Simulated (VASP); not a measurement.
# ZnSe (P4/nmm) in VASP: single point with PBE+D3(BJ)

Aim: the single point of ZnSe with PBE+D3(BJ).

Program: VASP 6.6.1. These are calculated values, not measurements. Logs are shortened: lines on timing, memory, paths and dates and some standing lists are left out, and cuts for length are marked.

**1. The cell of the first run**

It takes space group P4/nmm (No. 129, tetragonal). Conventional cell: a = 3.764 Å, b = 3.764 Å, c = 7.231 Å, α = 90.00°, β = 90.00°, γ = 90.00°. Zn (site symmetry -4m2) has 4 Se at 2.59 Å and 4 Zn at 2.66 Å within 3.4 Å. Within 3.4 Å of Se (site symmetry 4mm) lie 4 Zn at 2.59 Å.

**2. Single point, PBE+D3(BJ)**

INCAR

```
  PREC = Accurate
  ENCUT = 520
  EDIFF = 1E-6
  ISMEAR = 0
  SIGMA = 0.05
  LREAL = False
  LASPH = True
  NELM = 100
  ALGO = Normal
  ISIF = 2
  LWAVE = False
  LCHARG = True
  GGA = PE
  IVDW = 12
  LELF = True
  LVHAR = True
  NBANDS = 26
```

KPOINTS

```
Automatic mesh
0
Gamma
  8 8 6
```

POSCAR

```
ZnSe
1.0
    3.7637243780      0.0000000000      0.0000000000
    0.0000000000      3.7637243780      0.0000000000
    0.0000000000      0.0000000000      7.2306271394
Zn Se
2 2
Direct
    0.0000000000      0.0000000000      0.0000000000
    0.5000000000      0.5000000000      0.0000000000
    0.0000000000      0.5000000000      0.2462800000
    0.5000000000      0.0000000000      0.7537200000
```

Potentials or basis: VASP PAW PBE potentials, release 64 (Zn, Se).

Command:

```console
> cat potpaw_PBE.64/Zn/POTCAR potpaw_PBE.64/Se/POTCAR > POTCAR
> mpirun -np 1 vasp_std > vasp.out
```

OUTCAR:

```text
PREC = Accurate
   ENCUT = 520
   EDIFF = 1E-6
   ISMEAR = 0
   LREAL = False
   LASPH = True
   NELM = 100
   ISIF = 2
   GGA = PE
   IVDW = 12
 IVDW          = 12

 ion  position               nearest neighbor table
   1  0.000  0.000  0.000-   3 2.59   4 2.59   3 2.59   4 2.59   2 2.66   2 2.66   2 2.66   2 2.66

   2  0.500  0.500  0.000-   3 2.59   4 2.59   4 2.59   3 2.59   1 2.66   1 2.66   1 2.66   1 2.66

   3  0.000  0.500  0.246-   1 2.59   2 2.59   1 2.59   2 2.59
   4  0.500  0.000  0.754-   1 2.59   2 2.59   2 2.59   1 2.59

  LATTYP: Found a simple tetragonal cell.
 ALAT       =     3.7637243780
 C/A-ratio  =     1.9211361973

  Lattice vectors:

 A1 = (   3.7637243780,   0.0000000000,   0.0000000000)
 A2 = (   0.0000000000,   3.7637243780,   0.0000000000)
 A3 = (   0.0000000000,   0.0000000000,   7.2306271394)

Analysis of symmetry for initial positions (statically):
=====================================================================
 Subroutine PRICEL returns:
 Original cell was already a primitive cell.

 Routine SETGRP: Setting up the symmetry group for a
 simple tetragonal supercell.

 Subroutine GETGRP returns: Found 16 space group operations
 (whereof  8 operations were pure point group operations)
 out of a pool of 16 trial point group operations.

The static configuration has the point symmetry D_2d.
 The point group associated with its full space group is D_4h.

Analysis of symmetry for dynamics (positions and initial velocities):
=====================================================================
 Subroutine PRICEL returns:
 Original cell was already a primitive cell.

 Routine SETGRP: Setting up the symmetry group for a
 simple tetragonal supercell.

 Subroutine GETGRP returns: Found 16 space group operations
 (whereof  8 operations were pure point group operations)
 out of a pool of 16 trial point group operations.

The dynamic configuration has the point symmetry D_2d.
 The point group associated with its full space group is D_4h.

 Subroutine INISYM returns: Found 16 space group operations
 (whereof  8 operations are pure point group operations),
 and found     1 'primitive' translations

----------------------------------------------------------------------------------------

                                     Primitive cell
[... 93 lines left out ...]
   ENCUT  =  520.0 eV  38.22 Ry    6.18 a.u.   7.00  7.00 13.44*2*pi/ulx,y,z
   NELM   =    100;   NELMIN=  2; NELMDL= -5     # of ELM steps
   EDIFF  = 0.1E-05   stopping-criterion for ELM
   LREAL  =      F    real-space projection
   EDIFFG = 0.1E-04   stopping-criterion for IOM
   NSW    =      0    number of steps for IOM
   IBRION =     -1    ionic relax: 0-MD 1-quasi-New 2-CG
   NFREE  =      0    steps in history (QN), initial steepest desc. (CG)
   ISIF   =      2    stress and relaxation
   ISYM   =      2    0-nonsym 1-usesym 2-fastsym
   POTIM  = 0.5000    time-step for ionic-motion
   TEBEG  =    0.0;   TEEND  =   0.0 temperature during run
   PSTRESS=    0.0 pullay stress
   NELECT =      36.0000    total number of electrons
   NUPDOWN=      -1.0000    fix difference up-down
   EMIN   =  10.00;   EMAX   =-10.00  energy-range for DOS
   EFERMI =   0.00;   METHOD = LEGACY
   ISMEAR =     0;   SIGMA  =   0.05  broadening in eV -4-tet -1-fermi 0-gaus
   EFERMI_NEDOS =   21; number of points for ismear=-14 and -15
   IALGO  =     38    algorithm
   IMIX   =      4    mixing-type and parameters
     AMIX     =   0.40;   BMIX     =  1.00
     AMIX_MAG =   1.60;   BMIX_MAG =  1.00
  volume/ion in A,a.u.               =      25.61       172.80
  Fermi-wavevector in a.u.,A,eV,Ry     =   1.155328  2.183253 18.160809  1.334782
  Thomas-Fermi vector in A             =   2.291957
   LORBIT       =      0    0 simple, 1 ext, 2 COOP (PROOUT), +10 PAW based schemes
   GGA     = PE    functional components
   LHFCALC =     F    Hartree Fock is set to
   AEXX    =    0.0000 exact exchange contribution
   IVDW    =    12    specifies the selected vdW correction
   LEPSILON=     F    determine dielectric tensor
   LRPA    =     F    only Hartree local field effects (RPA)
 non-spin polarized calculation
 Gauss-broadening in eV      SIGMA  =   0.05
  energy-cutoff  :      520.00
  volume of cell :      102.43
 maximum number of plane-waves:      2784
 NGX is ok and might be reduce to    28
   NGX = 13   NGY = 13   NGZ = 27

 number of electron      36.0000061 magnetization

 Free energy of the ion-electron system (eV)
  ---------------------------------------------------
  ext. energy  EPLUGINS =         0.00000000
  ---------------------------------------------------
  free energy    TOTEN  =       -10.79099938 eV

  energy without entropy =      -10.79099938  energy(sigma->0) =      -10.79099938

 E-fermi :   1.2236     XC(G=0):  -8.6181

 val. band max:        1.0177382732   @ k =   0.2500   0.0000   0.0000
 cond. band min:       2.3256639299   @ k =   0.0000   0.0000   0.0000
 fundamental gap:      1.3079256568
 Fermi energy:         1.2235524450

 k-point     1 :       0.0000    0.0000    0.0000
  band No.  band energies     occupation
      1     -12.2752      2.00000
      2     -11.5531      2.00000
      3      -6.5979      2.00000
      4      -6.5565      2.00000
      5      -6.5025      2.00000
      6      -6.1833      2.00000
[... 685 lines left out ...]
     25       9.1252      0.00000
     26       9.1252      0.00000

 [... further k-points ...]

------------------------ aborting loop because EDIFF is reached ----------------------------------------

 Edisp (eV)   -1.15123

 E8    (eV) :    -0.4803

  FORCE on cell =-STRESS in cart. coord.  units (eV):
  Direction    XX          YY          ZZ          XY          YZ          ZX
  --------------------------------------------------------------------------------------
  -------------------------------------------------------------------------------------
  Total       1.85598     1.85598    -6.43553     0.00000     0.00000    -0.00000
  in kB      29.03165    29.03165  -100.66612     0.00000     0.00000    -0.00000
  external pressure =      -14.20 kB  Pullay stress =        0.00 kB

 VOLUME and BASIS-vectors are now :
 -----------------------------------------------------------------------------
  energy-cutoff  :      520.00
  volume of cell :      102.43
      direct lattice vectors                 reciprocal lattice vectors
     3.763724378  0.000000000  0.000000000     0.265694270  0.000000000  0.000000000
     0.000000000  3.763724378  0.000000000     0.000000000  0.265694270  0.000000000
     0.000000000  0.000000000  7.230627139     0.000000000  0.000000000  0.138300590

 POSITION                                       TOTAL-FORCE (eV/Angst)
 -----------------------------------------------------------------------------------
      0.00000      0.00000      0.00000        -0.000000     -0.000000     -0.000000
      1.88186      1.88186      0.00000         0.000000      0.000000     -0.000000
      0.00000      1.88186      1.78076        -0.000000     -0.000000     -1.545123
      1.88186      0.00000      5.44987        -0.000000      0.000000      1.545123
 -----------------------------------------------------------------------------------
    total drift:                                0.000000      0.000000     -0.000000

  FREE ENERGIE OF THE ION-ELECTRON SYSTEM (eV)
  ---------------------------------------------------
  free  energy   TOTEN  =       -11.9422312509 eV

  energy  without entropy=      -11.9422312508  energy(sigma->0) =      -11.94223125
```

Run time: 81 s. Hardware: 1 thread of Intel Xeon Platinum 8375C at 2.90GHz (Ice Lake), shared host; peak memory 0.29 GiB.

What came out:

| Item | Value |
| --- | --- |
| Free energy | -11.9422 eV |
| Pressure | -1.4 GPa |
| Largest force | 1.545 eV/Å |
| Band gap on the k mesh | 1.31 eV, indirect (least direct gap 1.33 eV) |
| Dispersion energy per atom | -0.288 eV |

Forces on the atoms (eV/Å):
```
Zn   0.000  0.000  0.000
Zn   0.000  0.000  0.000
Se   0.000  0.000 -1.545
Se   0.000  0.000  1.545
```

Stress tensor (GPa, compression positive):
```
  2.90   0.00   0.00
  0.00   2.90   0.00
  0.00   0.00 -10.07
```

Caveat: forces of over 1 eV/Å act on the atoms, so gaps and moduli don't describe the material at rest.
